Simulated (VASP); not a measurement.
# H2Pt (CdI2 type) (P-3m1) in VASP: electric field gradients with PBE

Aim: the electric field gradients of H2Pt (CdI2 type) with PBE.

Program: VASP 6.6.1. These are calculated values, not measurements. Logs are shortened: lines on timing, memory, paths and dates and some standing lists are left out, and cuts for length are marked.

## Step 1: The cell of the first run

Symmetry: P-3m1, No. 164, trigonal system. The conventional cell has a = 2.887 Å, b = 2.887 Å, c = 4.689 Å, α = 90.00°, β = 90.00°, γ = 120.00°. Within 2.5 Å of Pt (site symmetry -3m) lie 6 H at 1.87 Å. Within 2.5 Å of H (site symmetry 3m) lie 3 Pt at 1.87 Å and 3 H at 2.37 Å.

## Step 2: Electric field gradients, PBE

Input file INCAR:

```
SYSTEM = H2Pt
PREC     = Accurate       ! precision mode
ENCUT    = 430            ! plane-wave cutoff, eV
EDIFF    = 1E-8           ! SCF threshold, eV
ISMEAR   = -1             ! smearing method
SIGMA    = 0.05           ! smearing width, eV
LREAL    = .False.        ! projectors in reciprocal space
LASPH    = .True.         ! aspherical terms in the spheres
NELM     = 120            ! most SCF steps
ALGO     = Normal         ! electronic algorithm
ISIF     = 2              ! what is computed and relaxed
LWAVE    = .False.        ! write WAVECAR
LCHARG   = .False.        ! write CHGCAR
GGA      = PE             ! functional
LEFG     = .True.       
NBANDS   = 17             ! bands
GGA_COMPAT= .False.
```

Input file KPOINTS:

```
Automatic mesh
0
Gamma
  14 14 8
  0 0 0
```

Input file POSCAR:

```
H2Pt
1.0
    2.8874588711      0.0000000000      0.0000000000
   -1.4437294356      2.5006127347      0.0000000000
    0.0000000000      0.0000000000      4.6889179950
Pt H
1 2
Direct
    0.0000000000      0.0000000000      0.0000000000
    0.3333333333      0.6666666667      0.1788849901
    0.6666666667      0.3333333333      0.8211150099
```

Potentials or basis: VASP PAW PBE potentials, release 64 (Pt_sv_GW, H).

On the command line:

```
> cat potpaw_PBE.64/Pt_sv_GW/POTCAR potpaw_PBE.64/H/POTCAR > POTCAR
> mpirun -np 1 vasp_std > vasp.out
```

OUTCAR:

```text
SYSTEM = H2Pt
   PREC = Accurate
   ENCUT = 430
   EDIFF = 1E-8
   ISMEAR = -1
   LREAL = .False.
   LASPH = .True.
   NELM = 120
   ISIF = 2
   GGA = PE

 ion  position               nearest neighbor table
   1  0.000  0.000  0.000-   2 1.87   3 1.87   2 1.87   3 1.87   3 1.87   2 1.87
   2  0.333  0.667  0.179-   1 1.87   1 1.87   1 1.87
   3  0.667  0.333  0.821-   1 1.87   1 1.87   1 1.87

  LATTYP: Found a hexagonal cell.
 ALAT       =     2.8874588711
 C/A-ratio  =     1.6238908342

  Lattice vectors:

 A1 = (   2.8874588711,   0.0000000000,   0.0000000000)
 A2 = (  -1.4437294356,   2.5006127347,   0.0000000000)
 A3 = (   0.0000000000,   0.0000000000,   4.6889179950)

Analysis of symmetry for initial positions (statically):
=====================================================================
 Subroutine PRICEL returns:
 Original cell was already a primitive cell.

 Routine SETGRP: Setting up the symmetry group for a
 hexagonal supercell.

 Subroutine GETGRP returns: Found 12 space group operations
 (whereof 12 operations were pure point group operations)
 out of a pool of 24 trial point group operations.

The static configuration has the point symmetry D_3d.

Analysis of symmetry for dynamics (positions and initial velocities):
=====================================================================
 Subroutine PRICEL returns:
 Original cell was already a primitive cell.

 Routine SETGRP: Setting up the symmetry group for a
 hexagonal supercell.

 Subroutine GETGRP returns: Found 12 space group operations
 (whereof 12 operations were pure point group operations)
 out of a pool of 24 trial point group operations.

The dynamic configuration has the point symmetry D_3d.

 Subroutine INISYM returns: Found 12 space group operations
 (whereof 12 operations are pure point group operations),
 and found     1 'primitive' translations

----------------------------------------------------------------------------------------

                                     Primitive cell

  volume of cell :      33.8559

  direct lattice vectors                    reciprocal lattice vectors
     2.887458871  0.000000000  0.000000000     0.346325279  0.199950993  0.000000000
    -1.443729436  2.500612735  0.000000000     0.000000000  0.399901986  0.000000000
     0.000000000  0.000000000  4.688917995     0.000000000  0.000000000  0.213268818

  length of vectors
     2.887458871  2.887458871  4.688917995     0.399901986  0.399901986  0.213268818

  position of ions in fractional coordinates (direct lattice)
     0.000000000  0.000000000  0.000000000
     0.333333333  0.666666667  0.178884990
     0.666666667  0.333333333  0.821115010

  ion indices of the primitive-cell ions
   primitive index   ion index
                 1           1
                 2           2
                 3           3

----------------------------------------------------------------------------------------

 KPOINTS: Automatic mesh

Automatic generation of k-mesh.
 Grid dimensions read from file:
 generate k-points for:   14   14    8

 Generating k-lattice:

  Cartesian coordinates                     Fractional coordinates (reciprocal lattice)
     0.024737520  0.014282214  0.000000000     0.071428571 -0.000000000  0.000000000
     0.000000000  0.028564428  0.000000000     0.000000000  0.071428571  0.000000000
     0.000000000  0.000000000  0.026658602     0.000000000  0.000000000  0.125000000

  Length of vectors
     0.028564428  0.028564428  0.026658602

  Shift w.r.t. Gamma in fractional coordinates (k-lattice)
     0.000000000  0.000000000  0.000000000

 Subroutine IBZKPT returns following result:
 ===========================================

 Found    168 irreducible k-points:

 Following reciprocal coordinates:
            Coordinates               Weight
  0.000000  0.000000  0.000000      1.000000
  0.071429 -0.000000  0.000000      6.000000
  0.142857 -0.000000  0.000000      6.000000
  0.214286 -0.000000  0.000000      6.000000
  0.285714 -0.000000  0.000000      6.000000
  0.357143 -0.000000  0.000000      6.000000
[... 16 lines left out ...]
  0.285714  0.285714  0.000000      6.000000
  0.357143  0.285714  0.000000      6.000000
 [... further k-points ...]
   k-points           NKPTS =    168   k-points in BZ     NKDIM =    168   number of bands    NBANDS=     17
   number of dos      NEDOS =    301   number of ions     NIONS =      3
   total plane-waves  NPLWV =  12800
   dimension x,y,z NGX =    20 NGY =   20 NGZ =   32
   dimension x,y,z NGXF=    40 NGYF=   40 NGZF=   64
   ions per type =               1   2
   NGX,Y,Z   is equivalent  to a cutoff of  11.52, 11.52, 11.35 a.u.
   NGXF,Y,Z  is equivalent  to a cutoff of  23.03, 23.03, 22.69 a.u.
 SYSTEM =  H2Pt
   PREC   = accura    normal or accurate (medium, high low for compatibility)
   ISTART =      0    job   : 0-new  1-cont  2-samecut
   ICHARG =      2    charge: 1-file 2-atom 10-const
   ISPIN  =      1    spin polarized calculation?
   LNONCOLLINEAR =      F non collinear calculations
   LSORBIT =      F    spin-orbit coupling
   LASPH  =      T    aspherical Exc in radial PAW
   ENCUT  =  430.0 eV  31.60 Ry    5.62 a.u.   4.88  4.88  7.93*2*pi/ulx,y,z
   NELM   =    120;   NELMIN=  2; NELMDL= -5     # of ELM steps
   EDIFF  = 0.1E-07   stopping-criterion for ELM
   LREAL  =      F    real-space projection
   EDIFFG = 0.1E-06   stopping-criterion for IOM
   NSW    =      0    number of steps for IOM
   IBRION =     -1    ionic relax: 0-MD 1-quasi-New 2-CG
   NFREE  =      0    steps in history (QN), initial steepest desc. (CG)
   ISIF   =      2    stress and relaxation
   ISYM   =      2    0-nonsym 1-usesym 2-fastsym
   POTIM  = 0.5000    time-step for ionic-motion
   TEBEG  =    0.0;   TEEND  =   0.0 temperature during run
   PSTRESS=    0.0 pullay stress
   NELECT =      20.0000    total number of electrons
   NUPDOWN=      -1.0000    fix difference up-down
   EMIN   =  10.00;   EMAX   =-10.00  energy-range for DOS
   EFERMI =   0.00;   METHOD = LEGACY
   ISMEAR =    -1;   SIGMA  =   0.05  broadening in eV -4-tet -1-fermi 0-gaus
   EFERMI_NEDOS =   21; number of points for ismear=-14 and -15
   IALGO  =     38    algorithm
   IMIX   =      4    mixing-type and parameters
     AMIX     =   0.40;   BMIX     =  1.00
     AMIX_MAG =   1.60;   BMIX_MAG =  1.00
  volume/ion in A,a.u.               =      11.29        76.16
  Fermi-wavevector in a.u.,A,eV,Ry     =   1.373641  2.595805 25.672686  1.886889
  Thomas-Fermi vector in A             =   2.499139
   LORBIT       =      0    0 simple, 1 ext, 2 COOP (PROOUT), +10 PAW based schemes
   GGA     = PE    functional components
   LHFCALC =     F    Hartree Fock is set to
   AEXX    =    0.0000 exact exchange contribution
   IVDW    =     0    specifies the selected vdW correction
   LEPSILON=     F    determine dielectric tensor
   LRPA    =     F    only Hartree local field effects (RPA)
 non-spin polarized calculation
  energy-cutoff  :      430.00
  volume of cell :       33.86
 maximum number of plane-waves:       700
   NGX =  9   NGY =  9   NGZ = 15

 number of electron      19.9999995 magnetization

 Free energy of the ion-electron system (eV)
  ---------------------------------------------------
  ext. energy  EPLUGINS =         0.00000000
  ---------------------------------------------------
  free energy    TOTEN  =       -12.45931820 eV

  energy without entropy =      -12.45355150  energy(sigma->0) =      -12.45643485

 E-fermi :   3.5782     XC(G=0):  -9.7165

 val. band max:        3.5705416908   @ k =   0.2857   0.2143   0.5000
 cond. band min:       3.7581207544   @ k =   0.0000   0.2143   0.2500
 fundamental gap:      0.1875790636
 Fermi energy:         3.5781945882

 k-point     1 :       0.0000    0.0000    0.0000
  band No.  band energies     occupation
      1     -95.0076      2.00000
      2     -49.2731      2.00000
      3     -49.2731      2.00000
      4     -49.0805      2.00000
      5      -7.4745      2.00000
      6      -0.4482      2.00000
[... 9 lines left out ...]
     16      22.1312      0.00000
     17      22.3718      0.00000
[... 441 lines left out ...]
 k-point    24 :       0.3571    0.2857    0.0000
  band No.  band energies     occupation
      1     -94.9935      2.00000
      2     -49.4678      2.00000
      3     -49.4297      2.00000
      4     -49.0428      2.00000
      5      -3.8025      2.00000
      6      -3.2614      2.00000
[... 9 lines left out ...]
     16      14.4745      0.00000
     17      15.7584      0.00000

 [... further k-points ...]
[... 5 lines left out ...]
  --------------------------------------------------------------------------------------
  -------------------------------------------------------------------------------------
  Total       -0.3307236     -0.3307236     -0.3296057      0.0000000      0.0000000      0.0000000
  in kB      -15.6509574    -15.6509574    -15.5980560      0.0000000      0.0000000      0.0000000
  external PRESSURE =     -15.6333236 kB  Pullay stress =       0.0000000 kB

 VOLUME and BASIS-vectors are now :
 -----------------------------------------------------------------------------
  energy-cutoff  :      430.00
  volume of cell :       33.86
      direct lattice vectors                 reciprocal lattice vectors
     2.887458871  0.000000000  0.000000000     0.346325279  0.199950993  0.000000000
    -1.443729436  2.500612735  0.000000000     0.000000000  0.399901986  0.000000000
     0.000000000  0.000000000  4.688917995     0.000000000  0.000000000  0.213268818

 POSITION                                       TOTAL-FORCE (eV/Angst)
 -----------------------------------------------------------------------------------
      0.00000      0.00000      0.00000        -0.000000      0.000000      0.000000
     -0.00000      1.66708      0.83878         0.000000     -0.000000      0.005905
      1.44373      0.83354      3.85014        -0.000000      0.000000     -0.005905
 -----------------------------------------------------------------------------------
    total drift:                                0.000000      0.000000     -0.000000

  FREE ENERGIE OF THE ION-ELECTRON SYSTEM (eV)
  ---------------------------------------------------
  free  energy   TOTEN  =       -12.4593181984 eV

  energy  without entropy=      -12.4535515014  energy(sigma->0) =      -12.45643485

 Electric field gradients (V/A^2)
---------------------------------------------------------------------
 ion       V_xx      V_yy      V_zz      V_xy      V_xz      V_yz
---------------------------------------------------------------------
   1    -163.888  -163.888   327.776     0.000    -0.000     0.000
   2       0.831     0.830    -1.661    -0.001     0.000    -0.000
   3       0.831     0.830    -1.661    -0.001     0.000    -0.000
---------------------------------------------------------------------

 Electric field gradients after diagonalization (V/A^2)
 (convention: |V_zz| > |V_xx| > |V_yy|)
----------------------------------------------------------------------
 ion       V_xx      V_yy      V_zz     asymmetry (V_yy - V_xx)/ V_zz
----------------------------------------------------------------------
   1    -163.889  -163.888   327.776       0.000
   2       0.832     0.830    -1.661       0.001
   3       0.832     0.830    -1.661       0.001
----------------------------------------------------------------------

           NMR quadrupolar parameters

 Cq : quadrupolar parameter    Cq=e*Q*V_zz/h
 eta: asymmetry parameters     (V_yy - V_xx)/ V_zz
 Q  : nuclear electric quadrupole moment in mb (millibarn)
----------------------------------------------------------------------
 ion       Cq(MHz)       eta       Q (mb)
----------------------------------------------------------------------
   1       0.793       0.000       1.000
   2      -0.004       0.001       1.000
   3      -0.004       0.001       1.000
----------------------------------------------------------------------
```

Wall time 45 s (1 thread of Intel Xeon Platinum 8375C at 2.90GHz (Ice Lake), shared host); peak memory 0.2 GiB.

What came out:

```
Free energy                             : -12.4593 eV
Pressure                                : -1.6 GPa
Largest force                           : 0.006 eV/Å
Band gap on the k mesh                  : zero (bands 10 and 11 overlap by 3.72 eV)
Largest electric field gradient by atom : Pt +327.8; H -1.7 V/Å²
```

Forces in eV/Å, atoms in the order of the input:
```
Pt   0.000  0.000  0.000
H    0.000  0.000  0.006
H    0.000  0.000 -0.006
```

Levels at points of the mesh, in eV from the Fermi level:
```
           k point  band 8  band 9  band 10  band 11  band 12  band 13
(0.00, 0.00, 0.00)   -3.98   -3.78    -1.75    -1.75     6.12     9.15
(0.50, 0.00, 0.00)   -2.42   -2.42    -0.80     2.57     5.57     7.74
(0.00, 0.00, 0.50)   -4.02   -3.31    -1.76    -1.76     5.65    12.08
(0.50, 0.00, 0.50)   -2.44   -2.12    -0.80     2.95     3.78     6.32
```

Electric field gradients, principal values (V/Å²):
| atom | least | middle | greatest (by size) |
| --- | --- | --- | --- |
| 1 Pt | -163.888 | -163.889 | 327.776 |
| 2 H | 0.830 | 0.832 | -1.661 |
| 3 H | 0.830 | 0.832 | -1.661 |

Caveat: without QUAD_EFG the Cq values of the log hold for a quadrupole moment of 1 mb, not for the nuclei; spin-orbit coupling is left out, which moves the levels of the heavy elements.
